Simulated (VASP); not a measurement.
# TlCl (Pm-3m) in VASP: further runs

The runs below take TlCl through single point, with PBEsol.

All numbers are computed with VASP 6.6.1; they aren't measurements. Logs are shortened: lines on timing, memory, paths and dates and some standing lists are left out, and cuts for length are marked.

## Step 1: The cell of the first run

The structure is cubic, space group Pm-3m (No. 221). Conventional cell: a = 3.839 Å, b = 3.839 Å, c = 3.839 Å, α = 90.00°, β = 90.00°, γ = 90.00°. Tl (site symmetry m-3m) has 8 Cl at 3.32 Å and 6 Tl at 3.84 Å within 4.4 Å. Within 4.4 Å of Cl (site symmetry m-3m) lie 8 Tl at 3.32 Å and 6 Cl at 3.84 Å.

## Step 2: Single point, PBEsol

File INCAR:

```
SYSTEM = TlCl
ALGO     = Normal         ! electronic algorithm
EDIFF    = 1E-6           ! SCF threshold, eV
ENCUT    = 500            ! plane-wave cutoff, eV
GGA      = PS             ! functional
GGA_COMPAT= .False.      
ISIF     = 2              ! what is computed and relaxed
ISMEAR   = 1              ! smearing method
LASPH    = .True.         ! aspherical terms in the spheres
LCHARG   = .False.        ! write CHGCAR
LREAL    = .False.        ! projectors in reciprocal space
LWAVE    = .False.        ! write WAVECAR
NBANDS   = 17             ! bands
NELM     = 120            ! most SCF steps
PREC     = Accurate       ! precision mode
SIGMA    = 0.001          ! smearing width, eV
```

File KPOINTS:

```
k-points
0
Gamma
  4 4 4
  0 0 0
```

File POSCAR:

```
TlCl
1.0
    3.8388256296      0.0000000000      0.0000000000
    0.0000000000      3.8388256296      0.0000000000
    0.0000000000      0.0000000000      3.8388256296
Tl Cl
1 1
Direct
    0.0000000000      0.0000000000      0.0000000000
    0.5000000000      0.5000000000      0.5000000000
```

Potentials or basis: VASP PAW PBE potentials, release 64 (Tl_d, Cl).

Run with:

```bash
$ cat potpaw_PBE.64/Tl_d/POTCAR potpaw_PBE.64/Cl/POTCAR > POTCAR
$ mpirun -np 1 vasp_std > vasp.out
```

OUTCAR:

```text
SYSTEM = TlCl
   EDIFF = 1E-6
   ENCUT = 500
   GGA = PS
   ISIF = 2
   ISMEAR = 1
   LASPH = .True.
   LREAL = .False.
   NELM = 120
   PREC = Accurate

 ion  position               nearest neighbor table
   1  0.000  0.000  0.000-   2 3.32   2 3.32   2 3.32   2 3.32   2 3.32   2 3.32   2 3.32   2 3.32

   2  0.500  0.500  0.500-   1 3.32   1 3.32   1 3.32   1 3.32   1 3.32   1 3.32   1 3.32   1 3.32

  LATTYP: Found a simple cubic cell.
 ALAT       =     3.8388256296

  Lattice vectors:

 A1 = (   3.8388256296,   0.0000000000,   0.0000000000)
 A2 = (   0.0000000000,   3.8388256296,   0.0000000000)
 A3 = (   0.0000000000,   0.0000000000,   3.8388256296)

Analysis of symmetry for initial positions (statically):
=====================================================================
 Subroutine PRICEL returns:
 Original cell was already a primitive cell.

 Routine SETGRP: Setting up the symmetry group for a
 simple cubic supercell.

 Subroutine GETGRP returns: Found 48 space group operations
 (whereof 48 operations were pure point group operations)
 out of a pool of 48 trial point group operations.

The static configuration has the point symmetry O_h .

Analysis of symmetry for dynamics (positions and initial velocities):
=====================================================================
 Subroutine PRICEL returns:
 Original cell was already a primitive cell.

 Routine SETGRP: Setting up the symmetry group for a
 simple cubic supercell.

 Subroutine GETGRP returns: Found 48 space group operations
 (whereof 48 operations were pure point group operations)
 out of a pool of 48 trial point group operations.

The dynamic configuration has the point symmetry O_h .

 Subroutine INISYM returns: Found 48 space group operations
 (whereof 48 operations are pure point group operations),
 and found     1 'primitive' translations

----------------------------------------------------------------------------------------

                                     Primitive cell

  volume of cell :      56.5712

  direct lattice vectors                    reciprocal lattice vectors
     3.838825630  0.000000000  0.000000000     0.260496333  0.000000000  0.000000000
     0.000000000  3.838825630  0.000000000     0.000000000  0.260496333  0.000000000
     0.000000000  0.000000000  3.838825630     0.000000000  0.000000000  0.260496333

  length of vectors
     3.838825630  3.838825630  3.838825630     0.260496333  0.260496333  0.260496333
[... 58 lines left out ...]
   ISTART =      0    job   : 0-new  1-cont  2-samecut
   ICHARG =      2    charge: 1-file 2-atom 10-const
   ISPIN  =      1    spin polarized calculation?
   LNONCOLLINEAR =      F non collinear calculations
   LSORBIT =      F    spin-orbit coupling
   LASPH  =      T    aspherical Exc in radial PAW
   ENCUT  =  500.0 eV  36.75 Ry    6.06 a.u.   7.00  7.00  7.00*2*pi/ulx,y,z
   NELM   =    120;   NELMIN=  2; NELMDL= -5     # of ELM steps
   EDIFF  = 0.1E-05   stopping-criterion for ELM
   LREAL  =      F    real-space projection
[... 7 lines left out ...]
   TEBEG  =    0.0;   TEEND  =   0.0 temperature during run
   PSTRESS=    0.0 pullay stress
   NELECT =      20.0000    total number of electrons
   NUPDOWN=      -1.0000    fix difference up-down
   EMIN   =  10.00;   EMAX   =-10.00  energy-range for DOS
   EFERMI =   0.00;   METHOD = LEGACY
   ISMEAR =     1;   SIGMA  =   0.00  broadening in eV -4-tet -1-fermi 0-gaus
   EFERMI_NEDOS =   21; number of points for ismear=-14 and -15
   IALGO  =     38    algorithm
   IMIX   =      4    mixing-type and parameters
     AMIX     =   0.40;   BMIX     =  1.00
     AMIX_MAG =   1.60;   BMIX_MAG =  1.00
  volume/ion in A,a.u.               =      28.29       190.88
  Fermi-wavevector in a.u.,A,eV,Ry     =   1.157586  2.187520 18.231867  1.340004
  Thomas-Fermi vector in A             =   2.294196
   LORBIT       =      0    0 simple, 1 ext, 2 COOP (PROOUT), +10 PAW based schemes
   GGA     = PS    functional components
   LHFCALC =     F    Hartree Fock is set to
   AEXX    =    0.0000 exact exchange contribution
   IVDW    =     0    specifies the selected vdW correction
   LEPSILON=     F    determine dielectric tensor
   LRPA    =     F    only Hartree local field effects (RPA)
 non-spin polarized calculation
 Methfessel and Paxton  Order N= 1 SIGMA  =   0.00
  energy-cutoff  :      500.00
  volume of cell :       56.57
 maximum number of plane-waves:      1472
 NGX is ok and might be reduce to    28
   NGX = 13   NGY = 13   NGZ = 13

 number of electron      19.9999993 magnetization

 Free energy of the ion-electron system (eV)
  ---------------------------------------------------
  ext. energy  EPLUGINS =         0.00000000
  ---------------------------------------------------
  free energy    TOTEN  =        -6.44715907 eV

  energy without entropy =       -6.44715907  energy(sigma->0) =       -6.44715907

 E-fermi :   2.5974     XC(G=0):  -9.3482

 val. band max:        2.5639386687   @ k =   0.5000   0.0000   0.0000
 cond. band min:       4.5066751980   @ k =   0.5000   0.0000   0.0000
 fundamental gap:      1.9427365293
 Fermi energy:         2.5973592314

 k-point     1 :       0.0000    0.0000    0.0000
  band No.  band energies     occupation
      1     -11.1743      2.00000
      2      -7.3365      2.00000
      3      -7.3365      2.00000
      4      -7.0904      2.00000
      5      -7.0904      2.00000
      6      -7.0904      2.00000
[... 177 lines left out ...]
      4      -7.2756      2.00000
      5      -7.0182      2.00000
      6      -7.0182      2.00000
[... 9 lines left out ...]
     16      15.2095      0.00000
     17      19.4578      0.00000

------------------------ aborting loop because EDIFF is reached ----------------------------------------

  FORCE on cell =-STRESS in cart. coord.  units (eV):
  Direction    XX          YY          ZZ          XY          YZ          ZX
  --------------------------------------------------------------------------------------
  -------------------------------------------------------------------------------------
  Total       -0.4891248     -0.4891248     -0.4891248     -0.0000000      0.0000000     -0.0000000
  in kB      -13.8527220    -13.8527220    -13.8527220     -0.0000000      0.0000000     -0.0000000
  external PRESSURE =     -13.8527220 kB  Pullay stress =       0.0000000 kB

 VOLUME and BASIS-vectors are now :
 -----------------------------------------------------------------------------
  energy-cutoff  :      500.00
  volume of cell :       56.57
      direct lattice vectors                 reciprocal lattice vectors
     3.838825630  0.000000000  0.000000000     0.260496333  0.000000000  0.000000000
     0.000000000  3.838825630  0.000000000     0.000000000  0.260496333  0.000000000
     0.000000000  0.000000000  3.838825630     0.000000000  0.000000000  0.260496333

 POSITION                                       TOTAL-FORCE (eV/Angst)
 -----------------------------------------------------------------------------------
      0.00000      0.00000      0.00000         0.000000      0.000000      0.000000
      1.91941      1.91941      1.91941         0.000000      0.000000      0.000000
 -----------------------------------------------------------------------------------
    total drift:                               -0.000000      0.000000      0.000000

  FREE ENERGIE OF THE ION-ELECTRON SYSTEM (eV)
  ---------------------------------------------------
  free  energy   TOTEN  =        -6.4471590733 eV

  energy  without entropy=       -6.4471590733  energy(sigma->0) =       -6.44715907
```

stdout:

```text
POSCAR found type information on POSCAR TlCl
 POSCAR found :  2 types and       2 ions
 scaLAPACK will be used
 -----------------------------------------------------------------------------
|                                                                             |
|                                                                             |
|     You enforced a specific xc type in the INCAR file but a different       |
|     I HOPE YOU KNOW WHAT YOU ARE DOING!                                     |
|                                                                             |
 -----------------------------------------------------------------------------

 LDA part: xc-table for (Slater+PW92), standard interpolation
 POSCAR, INCAR and KPOINTS ok, starting setup
 FFT: planning ... GRIDC
 FFT: planning ... GRID_SOFT
 FFT: planning ... GRID
 WAVECAR not read
 entering main loop
```

Wall time 14 s (1 thread of Intel Xeon 8259CL, shared host); peak memory 0.16 GiB.

Results:

```
Free energy            : -6.4472 eV
Pressure               : -1.4 GPa
Band gap on the k mesh : 1.94 eV
```

Caveat: the PAW data sets were made with another functional, which shifts forces and pressure a little; spin-orbit coupling is left out, which moves the levels of the heavy elements. A k mesh can miss the band edges.

## Step 3: Single point, PBEsol

File INCAR:

```
PREC = Accurate ; ENCUT = 500
EDIFF = 1E-6 ; ISMEAR = 1
SIGMA = 0.001 ; LREAL = False
LASPH = True ; NELM = 120
ALGO = Normal ; ISIF = 2
LWAVE = False ; LCHARG = True
GGA = PS ; LELF = True
LVHAR = True ; NBANDS = 17
GGA_COMPAT = False
```

File KPOINTS:

```
Automatic mesh
0
Gamma
  4 4 4
```

POSCAR is that of step 2.

Potentials or basis: VASP PAW PBE potentials, release 64 (Tl_d, Cl).

Run with:

```bash
$ cat potpaw_PBE.64/Tl_d/POTCAR potpaw_PBE.64/Cl/POTCAR > POTCAR
$ mpirun -np 1 vasp_std > vasp.out
```

It took 11 s on 1 thread of Intel Xeon 8259CL, shared host; peak memory 0.15 GiB.

Results (log left out):

* Free energy: -6.4472 eV
* Pressure: -1.4 GPa
* Band gap on the k mesh: 1.94 eV

Levels at points of the mesh, in eV from the valence-band top:
| k point | band 6 | band 7 | band 8 | band 9 | band 10 | band 11 | band 12 | band 13 | band 14 | band 15 |
| --- | --- | --- | --- | --- | --- | --- | --- | --- | --- | --- |
| (0.00, 0.00, 0.00) | -9.65 | -4.63 | -1.52 | -1.52 | -1.52 | 7.68 | 7.68 | 7.73 | 7.73 | 7.73 |
| (0.50, 0.00, 0.00) | -9.65 | -5.50 | -1.08 | -1.08 | 0.00 | 1.94 | 6.47 | 6.47 | 8.64 | 11.33 |
| (0.50, 0.50, 0.00) | -9.59 | -3.42 | -3.02 | -3.02 | -1.03 | 4.80 | 4.80 | 8.26 | 8.38 | 11.33 |
| (0.50, 0.50, 0.50) | -9.58 | -2.21 | -2.02 | -2.02 | -2.02 | 2.42 | 2.42 | 2.42 | 12.65 | 12.65 |

Caveat: the PAW data sets were made with another functional, which shifts forces and pressure a little; spin-orbit coupling is left out, which moves the levels of the heavy elements. A k mesh can miss the band edges.
